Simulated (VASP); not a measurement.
# AgBr (Fm-3m) in VASP: notebook

AgBr is run at these levels: PBE, RPBE, PBE+D3(BJ); tasks: single point.

Everything below comes from runs of VASP 6.6.1. Logs are shortened: lines on timing, memory, paths and dates and some standing lists are left out, and cuts for length are marked.

## 1. The cell of the first run

It takes space group Fm-3m (No. 225, cubic). The conventional cell has a = 5.841 Å, b = 5.841 Å, c = 5.841 Å, α = 90.00°, β = 90.00°, γ = 90.00°. Within 3.8 Å of Ag (site symmetry m-3m) lie 6 Br at 2.92 Å. Br (site symmetry m-3m) has 6 Ag at 2.92 Å within 3.8 Å.

## 2. Single point, PBE (24.90 Å³/atom)

INCAR reads:

```
SYSTEM = AgBr
PREC = Accurate
ENCUT = 500
EDIFF = 1E-6
ISMEAR = 0
SIGMA = 0.05
LREAL = .False.
LASPH = .True.
NELM = 120
ALGO = Normal
ISIF = 2
LWAVE = .False.
LCHARG = .False.
GGA = PE
NBANDS = 16
GGA_COMPAT = .False.
```

KPOINTS reads:

```
regular mesh
0
Gamma
  10 10 10
  0 0 0
```

POSCAR reads:

```
AgBr
1.0
    0.0000000000      2.9202557254      2.9202557254
    2.9202557254      0.0000000000      2.9202557254
    2.9202557254      2.9202557254      0.0000000000
Ag Br
1 1
Direct
    0.5000000000      0.5000000000      0.5000000000
    0.0000000000      0.0000000000      0.0000000000
```

Potentials or basis: VASP PAW PBE potentials, release 64 (Ag, Br).

Run with:

```
$ cat potpaw_PBE.64/Ag/POTCAR potpaw_PBE.64/Br/POTCAR > POTCAR
$ mpirun -np 1 vasp_std > vasp.out
```

OUTCAR:

```text
SYSTEM = AgBr
   PREC = Accurate
   ENCUT = 500
   EDIFF = 1E-6
   ISMEAR = 0
   LREAL = .False.
   LASPH = .True.
   NELM = 120
   ISIF = 2
   GGA = PE

 ion  position               nearest neighbor table
   1  0.500  0.500  0.500-   2 2.92   2 2.92   2 2.92   2 2.92   2 2.92   2 2.92
   2  0.000  0.000  0.000-   1 2.92   1 2.92   1 2.92   1 2.92   1 2.92   1 2.92

  LATTYP: Found a face centered cubic cell.
 ALAT       =     5.8405114508

  Lattice vectors:

 A1 = (   0.0000000000,   2.9202557254,   2.9202557254)
 A2 = (   2.9202557254,   0.0000000000,   2.9202557254)
 A3 = (   2.9202557254,   2.9202557254,   0.0000000000)

Analysis of symmetry for initial positions (statically):
=====================================================================
 Subroutine PRICEL returns:
 Original cell was already a primitive cell.

 Routine SETGRP: Setting up the symmetry group for a
 face centered cubic supercell.

 Subroutine GETGRP returns: Found 48 space group operations
 (whereof 48 operations were pure point group operations)
 out of a pool of 48 trial point group operations.

The static configuration has the point symmetry O_h .

Analysis of symmetry for dynamics (positions and initial velocities):
=====================================================================
 Subroutine PRICEL returns:
 Original cell was already a primitive cell.

 Routine SETGRP: Setting up the symmetry group for a
 face centered cubic supercell.

 Subroutine GETGRP returns: Found 48 space group operations
 (whereof 48 operations were pure point group operations)
 out of a pool of 48 trial point group operations.

The dynamic configuration has the point symmetry O_h .

 Subroutine INISYM returns: Found 48 space group operations
 (whereof 48 operations are pure point group operations),
 and found     1 'primitive' translations

----------------------------------------------------------------------------------------

                                     Primitive cell

  volume of cell :      49.8073

  direct lattice vectors                    reciprocal lattice vectors
     0.000000000  2.920255725  2.920255725    -0.171217882  0.171217882  0.171217882
     2.920255725  0.000000000  2.920255725     0.171217882 -0.171217882  0.171217882
     2.920255725  2.920255725  0.000000000     0.171217882  0.171217882 -0.171217882

  length of vectors
     4.129865252  4.129865252  4.129865252     0.296558071  0.296558071  0.296558071

  position of ions in fractional coordinates (direct lattice)
     0.500000000  0.500000000  0.500000000
     0.000000000  0.000000000  0.000000000

  ion indices of the primitive-cell ions
   primitive index   ion index
                 1           1
                 2           2

----------------------------------------------------------------------------------------

 KPOINTS: regular mesh

Automatic generation of k-mesh.
 Grid dimensions read from file:
 generate k-points for:   10   10   10

 Generating k-lattice:

  Cartesian coordinates                     Fractional coordinates (reciprocal lattice)
    -0.017121788  0.017121788  0.017121788     0.100000000  0.000000000  0.000000000
     0.017121788 -0.017121788  0.017121788     0.000000000  0.100000000  0.000000000
     0.017121788  0.017121788 -0.017121788     0.000000000  0.000000000  0.100000000

  Length of vectors
     0.029655807  0.029655807  0.029655807

  Shift w.r.t. Gamma in fractional coordinates (k-lattice)
     0.000000000  0.000000000  0.000000000

 Subroutine IBZKPT returns following result:
 ===========================================

 Found     47 irreducible k-points:

 Following reciprocal coordinates:
            Coordinates               Weight
  0.000000  0.000000  0.000000      1.000000
  0.100000  0.000000  0.000000      8.000000
  0.200000  0.000000  0.000000      8.000000
  0.300000  0.000000  0.000000      8.000000
  0.400000  0.000000  0.000000      8.000000
  0.500000  0.000000  0.000000      4.000000
[... 16 lines left out ...]
  0.300000  0.300000  0.000000      6.000000
  0.400000  0.300000  0.000000     24.000000
 [... further k-points ...]
   k-points           NKPTS =     47   k-points in BZ     NKDIM =     47   number of bands    NBANDS=     16
   number of dos      NEDOS =    301   number of ions     NIONS =      2
   total plane-waves  NPLWV =  27000
   dimension x,y,z NGX =    30 NGY =   30 NGZ =   30
   dimension x,y,z NGXF=    60 NGYF=   60 NGZF=   60
   ions per type =               1   1
   NGX,Y,Z   is equivalent  to a cutoff of  12.08, 12.08, 12.08 a.u.
   NGXF,Y,Z  is equivalent  to a cutoff of  24.15, 24.15, 24.15 a.u.
 SYSTEM =  AgBr
   PREC   = accura    normal or accurate (medium, high low for compatibility)
   ISTART =      0    job   : 0-new  1-cont  2-samecut
   ICHARG =      2    charge: 1-file 2-atom 10-const
   ISPIN  =      1    spin polarized calculation?
   LNONCOLLINEAR =      F non collinear calculations
   LSORBIT =      F    spin-orbit coupling
   LASPH  =      T    aspherical Exc in radial PAW
   ENCUT  =  500.0 eV  36.75 Ry    6.06 a.u.   7.53  7.53  7.53*2*pi/ulx,y,z
   NELM   =    120;   NELMIN=  2; NELMDL= -5     # of ELM steps
   EDIFF  = 0.1E-05   stopping-criterion for ELM
   LREAL  =      F    real-space projection
   EDIFFG = 0.1E-04   stopping-criterion for IOM
   NSW    =      0    number of steps for IOM
   IBRION =     -1    ionic relax: 0-MD 1-quasi-New 2-CG
   NFREE  =      0    steps in history (QN), initial steepest desc. (CG)
   ISIF   =      2    stress and relaxation
   ISYM   =      2    0-nonsym 1-usesym 2-fastsym
   POTIM  = 0.5000    time-step for ionic-motion
   TEBEG  =    0.0;   TEEND  =   0.0 temperature during run
   PSTRESS=    0.0 pullay stress
   NELECT =      18.0000    total number of electrons
   NUPDOWN=      -1.0000    fix difference up-down
   EMIN   =  10.00;   EMAX   =-10.00  energy-range for DOS
   EFERMI =   0.00;   METHOD = LEGACY
   ISMEAR =     0;   SIGMA  =   0.05  broadening in eV -4-tet -1-fermi 0-gaus
   EFERMI_NEDOS =   21; number of points for ismear=-14 and -15
   IALGO  =     38    algorithm
   IMIX   =      4    mixing-type and parameters
     AMIX     =   0.40;   BMIX     =  1.00
     AMIX_MAG =   1.60;   BMIX_MAG =  1.00
  volume/ion in A,a.u.               =      24.90       168.06
  Fermi-wavevector in a.u.,A,eV,Ry     =   1.166097  2.203604 18.500969  1.359783
  Thomas-Fermi vector in A             =   2.302615
   LORBIT       =      0    0 simple, 1 ext, 2 COOP (PROOUT), +10 PAW based schemes
   GGA     = PE    functional components
   LHFCALC =     F    Hartree Fock is set to
   AEXX    =    0.0000 exact exchange contribution
   IVDW    =     0    specifies the selected vdW correction
   LEPSILON=     F    determine dielectric tensor
   LRPA    =     F    only Hartree local field effects (RPA)
 non-spin polarized calculation
 Gauss-broadening in eV      SIGMA  =   0.05
  energy-cutoff  :      500.00
  volume of cell :       49.81
 maximum number of plane-waves:      1295
   NGX = 15   NGY = 15   NGZ = 15

 number of electron      18.0000001 magnetization

 Free energy of the ion-electron system (eV)
  ---------------------------------------------------
  ext. energy  EPLUGINS =         0.00000000
  ---------------------------------------------------
  free energy    TOTEN  =        -5.00034999 eV

  energy without entropy =       -5.00034999  energy(sigma->0) =       -5.00034999

 E-fermi :   3.2540     XC(G=0):  -9.5976

 val. band max:        3.0001510308   @ k =   0.5000   0.0000   0.0000
 cond. band min:       3.6873750898   @ k =   0.0000   0.0000   0.0000
 fundamental gap:      0.6872240590
 Fermi energy:         3.2539735913

 k-point     1 :       0.0000    0.0000    0.0000
  band No.  band energies     occupation
      1     -11.7559      2.00000
      2       0.4128      2.00000
      3       0.4128      2.00000
      4       0.4133      2.00000
      5       0.4133      2.00000
      6       0.4133      2.00000
[... 8 lines left out ...]
     15      14.5737      0.00000
     16      14.5737      0.00000

 k-point     2 :       0.1000    0.0000    0.0000
  band No.  band energies     occupation
      1     -11.7219      2.00000
      2       0.1528      2.00000
      3       0.1528      2.00000
      4       0.2332      2.00000
      5       0.4378      2.00000
      6       0.4378      2.00000
[... 8 lines left out ...]
     15      13.9204      0.00000
     16      14.2956      0.00000

 k-point     3 :       0.2000    0.0000    0.0000
  band No.  band energies     occupation
      1     -11.6307      2.00000
      2      -0.4373      2.00000
      3      -0.2461      2.00000
      4      -0.2461      2.00000
      5       0.5030      2.00000
      6       0.5030      2.00000
[... 8 lines left out ...]
     15      14.0310      0.00000
     16      14.0739      0.00000

 k-point     4 :       0.3000    0.0000    0.0000
  band No.  band energies     occupation
      1     -11.5128      2.00000
      2      -1.1665      2.00000
      3      -0.5740      2.00000
      4      -0.5740      2.00000
      5       0.5858      2.00000
      6       0.5858      2.00000
[... 8 lines left out ...]
     15      14.7017      0.00000
     16      14.7017      0.00000
[... 324 lines left out ...]
 k-point    22 :      -0.2000    0.2000    0.0000
  band No.  band energies     occupation
      1     -11.4828      2.00000
      2      -1.2231      2.00000
      3      -0.6993      2.00000
      4      -0.2137      2.00000
      5       0.5525      2.00000
      6       0.6355      2.00000
[... 8 lines left out ...]
     15      16.2617      0.00000
     16      16.3182      0.00000

 k-point    23 :       0.3000    0.3000    0.0000
  band No.  band energies     occupation
      1     -11.4700      2.00000
      2      -1.2111      2.00000
      3       0.2031      2.00000
      4       0.2031      2.00000
      5       0.2581      2.00000
      6       0.5050      2.00000
[... 8 lines left out ...]
     15      16.8171      0.00000
     16      18.2053      0.00000

 k-point    24 :       0.4000    0.3000    0.0000
  band No.  band energies     occupation
      1     -11.4074      2.00000
      2      -1.2058      2.00000
      3      -0.1065      2.00000
      4      -0.0360      2.00000
      5       0.3791      2.00000
      6       0.6604      2.00000
[... 8 lines left out ...]
     15      17.2367      0.00000
     16      17.9956      0.00000

 [... further k-points ...]

------------------------ aborting loop because EDIFF is reached ----------------------------------------

  FORCE on cell =-STRESS in cart. coord.  units (eV):
  Direction    XX          YY          ZZ          XY          YZ          ZX
  --------------------------------------------------------------------------------------
  -------------------------------------------------------------------------------------
  Total       -0.0083517     -0.0083517     -0.0083517      0.0000000      0.0000000      0.0000000
  in kB       -0.2686528     -0.2686528     -0.2686528      0.0000000      0.0000000      0.0000000
  external PRESSURE =      -0.2686528 kB  Pullay stress =       0.0000000 kB

 VOLUME and BASIS-vectors are now :
 -----------------------------------------------------------------------------
  energy-cutoff  :      500.00
  volume of cell :       49.81
      direct lattice vectors                 reciprocal lattice vectors
     0.000000000  2.920255725  2.920255725    -0.171217882  0.171217882  0.171217882
     2.920255725  0.000000000  2.920255725     0.171217882 -0.171217882  0.171217882
     2.920255725  2.920255725  0.000000000     0.171217882  0.171217882 -0.171217882

 POSITION                                       TOTAL-FORCE (eV/Angst)
 -----------------------------------------------------------------------------------
      2.92026      2.92026      2.92026        -0.000000      0.000000      0.000000
      0.00000      0.00000      0.00000         0.000000     -0.000000     -0.000000
 -----------------------------------------------------------------------------------
    total drift:                                0.000000      0.000000      0.000000

  FREE ENERGIE OF THE ION-ELECTRON SYSTEM (eV)
  ---------------------------------------------------
  free  energy   TOTEN  =        -5.0003499902 eV

  energy  without entropy=       -5.0003499902  energy(sigma->0) =       -5.00034999
```

It took 14 s on 1 thread of Intel Xeon 6975P-C (Granite Rapids), shared host; peak memory 0.18 GiB.

Results:

| Quantity | Value |
| --- | --- |
| Free energy | -5.0003 eV |
| Pressure | 0.0 GPa |
| Band gap on the k mesh | 0.69 eV (least direct gap 2.44 eV) |

A k mesh can miss the band edges. As with any semilocal functional, this PBE gap is likely too small.

## 3. Single point, RPBE

INCAR reads:

```
PREC     = Accurate       # precision mode
ENCUT    = 500            # plane-wave cutoff, eV
EDIFF    = 1E-6           # SCF threshold, eV
ISMEAR   = 0              # smearing method
SIGMA    = 0.05           # smearing width, eV
LREAL    = F              # projectors in reciprocal space
LASPH    = T              # aspherical terms in the spheres
NELM     = 120            # most SCF steps
ALGO     = Normal         # electronic algorithm
ISIF     = 2              # what is computed and relaxed
LWAVE    = F              # write WAVECAR
LCHARG   = T              # write CHGCAR
GGA      = RP             # functional
LELF     = T              # ELF
LVHAR    = T            
NBANDS   = 16             # bands
GGA_COMPAT= F
```

KPOINTS reads:

```
regular mesh
0
Gamma
  10 10 10
```

POSCAR is that of step 2.

Potentials or basis: VASP PAW PBE potentials, release 64 (Ag, Br).

Run with:

```
$ cat potpaw_PBE.64/Ag/POTCAR potpaw_PBE.64/Br/POTCAR > POTCAR
$ mpirun -np 1 vasp_std > vasp.out
```

It took 14 s on 1 thread of Intel Xeon 6975P-C (Granite Rapids), shared host; peak memory 0.19 GiB.

The run converged. Its results:

| Property | Result |
| --- | --- |
| Free energy | -4.2820 eV |
| Pressure | 2.6 GPa |
| Band gap on the k mesh | 0.86 eV (least direct gap 2.61 eV) |

Levels at points of the mesh, in eV from the valence-band top:
```
           k point  band 6  band 7  band 8  band 9  band 10  band 11  band 12  band 13
(0.00, 0.00, 0.00)   -2.56   -1.75   -1.75   -1.75     0.86    10.00    10.00    10.00
(0.50, 0.00, 0.00)   -2.30   -1.98    0.00    0.00     4.05     6.39     6.97     6.97
(0.50, 0.50, 0.00)   -2.42   -2.21   -2.21   -2.13     1.83     7.28     9.02    10.94
```

Caveat: the PAW data sets were made with another functional, which shifts forces and pressure a little. A k mesh can miss the band edges.

## 4. Single point, PBE+D3(BJ)

INCAR reads:

```
PREC = Accurate
ENCUT = 500
EDIFF = 1E-6
ISMEAR = 0
SIGMA = 0.05
LREAL = F
LASPH = T
NELM = 120
ALGO = Normal
ISIF = 2
LWAVE = F
LCHARG = F
GGA = PE
IVDW = 12
NBANDS = 16
GGA_COMPAT = F
```

KPOINTS reads:

```
Automatic mesh
0
Gamma
  10 10 10
```

POSCAR is that of step 3.

Run with:

```
$ cat potpaw_PBE.64/Ag/POTCAR potpaw_PBE.64/Br/POTCAR > POTCAR
$ mpirun -np 1 vasp_std > vasp.out
```

Wall time 14 s (1 thread of Intel Xeon 6975P-C (Granite Rapids), shared host); peak memory 0.19 GiB.

Results (log left out):

```
Free energy                : -5.6931 eV
Pressure                   : -2.3 GPa
Band gap on the k mesh     : 0.69 eV (least direct gap 2.44 eV)
Dispersion energy per atom : -0.346 eV
```

Levels at points of the mesh, in eV from the valence-band top:
| k point | band 7 | band 8 | band 9 | band 10 | band 11 | band 12 |
| --- | --- | --- | --- | --- | --- | --- |
| (0.00, 0.00, 0.00) | -1.75 | -1.75 | -1.75 | 0.69 | 9.93 | 9.93 |
| (0.50, 0.00, 0.00) | -2.00 | 0.00 | 0.00 | 3.88 | 6.29 | 6.86 |
| (0.50, 0.50, 0.00) | -2.23 | -2.23 | -2.16 | 1.71 | 7.15 | 8.86 |

Caveat: three body term missing.

## 5. The runs side by side

| level | gap on the mesh (eV) | pressure (GPa) |
| --- | --- | --- |
| PBE | 0.69 | 0.0 |
| RPBE | 0.86 | 2.6 |
| PBE+D3(BJ) | 0.69 | -2.3 |

Alike in all rows: task single point; potentials or basis VASP PAW PBE potentials, release 64 (Ag, Br); no spin polarisation; cell as given; k mesh 10 × 10 × 10; cutoff (eV) 500; smearing gaussian 0.05 eV.

On the cell as given the gap runs from 0.69 eV (PBE) to 0.86 eV (RPBE). The pressure there spans -2.3 GPa (PBE+D3(BJ)) to 2.6 GPa (RPBE); a positive pressure means that this level wants a larger cell, a negative one a smaller.

Caveats: the PAW data sets were made with another functional, which shifts forces and pressure a little (at least some runs); three body term missing (at least some runs).

Absolute energies hang on the potentials; compare differences alone.
